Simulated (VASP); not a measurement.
Wanted: the native input for a VASP 6.6.1 run.

* Task: relaxation of cell and atoms
* Functional: PBE
* Potentials or basis: VASP PAW PBE potentials, release 64 (Al)
* Cutoff: 500 eV
* k mesh: 17 × 17 × 17
* Occupations: fermi-dirac, width 0.05 eV
* Spin: no spin polarisation
* Dipole correction: no
* Further INCAR settings: ALGO = Normal; EDIFF = 1e-07; IBRION = 2; EDIFFG = -0.005; NSW = 100; ISIF = 3

The structure of Al lies in POSCAR:

```
Al
1.0
    0.0000000000      1.8704843161      1.8704843161
    1.8704843161      0.0000000000      1.8704843161
    1.8704843161      1.8704843161      0.0000000000
Al
1
Direct
    0.0000000000      0.0000000000      0.0000000000
```

One way to write it, as run:

INCAR

```
SYSTEM = Al
  ALGO = Normal
  EDIFF = 1E-7
  EDIFFG = -0.005
  ENCUT = 500
  GGA = PE
  GGA_COMPAT = .FALSE.
  IBRION = 2
  ISIF = 3
  ISMEAR = -1
  LASPH = .TRUE.
  LCHARG = .FALSE.
  LREAL = .FALSE.
  LWAVE = .FALSE.
  NELM = 120
  NELMIN = 4
  NSW = 100
  PREC = Accurate
  SIGMA = 0.05
```

KPOINTS

```
k-points
0
G
  17 17 17
  0 0 0
```

Potentials or basis: VASP PAW PBE potentials, release 64 (Al).

Run with:

```sh
$ cat potpaw_PBE.64/Al/POTCAR > POTCAR
$ mpirun -np 1 vasp_std > vasp.out
```

Results of the run:

```
Relaxed volume                         : 16.47 Å³/atom
Relaxed cell                           : a = 2.856 Å, b = 2.856 Å, c = 2.856 Å, α = 60.00°, β = 60.00°, γ = 60.00°
Space group after relaxing (to 0.05 Å) : Fm-3m (No. 225)
Energy gained by relaxing              : 260.1 meV/atom
Ionic steps                            : 5
Pressure after relaxing                : 0.0 GPa
```

Caveat: the volume moved by over 15 % at a fixed basis, so the end points are rough.

Run time: 16 s on 1 thread of AMD EPYC 7R13 Processor (Zen 3), on a shared host, peak memory 0.1 GiB.
